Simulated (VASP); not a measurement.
# SiC (Moissanite): single point with PBE

Crystal: SiC (Moissanite).

```xyz
4
Lattice="3.0760 0.0000 0.0000 -1.5380 2.6639 0.0000 0.0000 0.0000 5.0480" Properties=species:S:1:pos:R:3 pbc="T T T"
Si    0.0000    1.7759    0.0000
Si    1.5380    0.8880    2.5240
C     0.0000    1.7759    1.9435
C     1.5380    0.8880    4.4675
```

```
Program                : VASP 6.6.1
Task                   : single point
Functional             : PBE
Potentials or basis    : VASP PAW PBE potentials, release 64 (Si, C)
Cutoff                 : 600 eV
k mesh                 : 6 × 6 × 4
Occupations            : gaussian, width 0.01 eV
Spin                   : no spin polarisation
Dipole correction      : no
Further INCAR settings : ALGO = Normal; EDIFF = 1e-06; NBANDS = 16
```

The pressure is 3.5 GPa and the largest force is 0.745 eV/Å. The band gap on the k mesh is 2.32 eV, indirect (least direct gap 4.07 eV).

Forces in eV/Å, atoms in the order of the input:
```
Si   0.000  0.000  0.745
Si   0.000  0.000  0.745
C    0.000  0.000 -0.745
C    0.000  0.000 -0.745
```

Stress tensor (GPa, compression positive):
```
5.16 0.00 0.00
0.00 5.16 0.00
0.00 0.00 0.18
```

Levels at points of the mesh, in eV from the valence-band top:
```csv
k point,band 4,band 5,band 6,band 7,band 8,band 9,band 10,band 11,band 12,band 13
"(0.00, 0.00, 0.00)",-1.56,-1.56,-0.28,-0.28,0.00,4.62,6.02,6.50,6.50,7.55
"(0.50, 0.00, 0.00)",-6.55,-5.43,-3.54,-3.26,-1.49,2.59,4.19,6.74,7.20,9.70
"(0.00, 0.00, 0.50)",-4.46,-0.97,-0.97,-0.97,-0.97,5.71,5.71,7.17,7.17,7.17
"(0.50, 0.00, 0.50)",-8.45,-2.69,-2.69,-2.34,-2.34,3.16,3.16,4.99,4.99,10.38
```

Run time: 14 s on 1 thread of Intel(R) Xeon(R) Platinum 8375C CPU @ 2.90GHz (Ice Lake), on a shared host, peak memory 0.17 GiB.

A k mesh can miss the band edges. As with any semilocal functional, this PBE gap is likely too small.
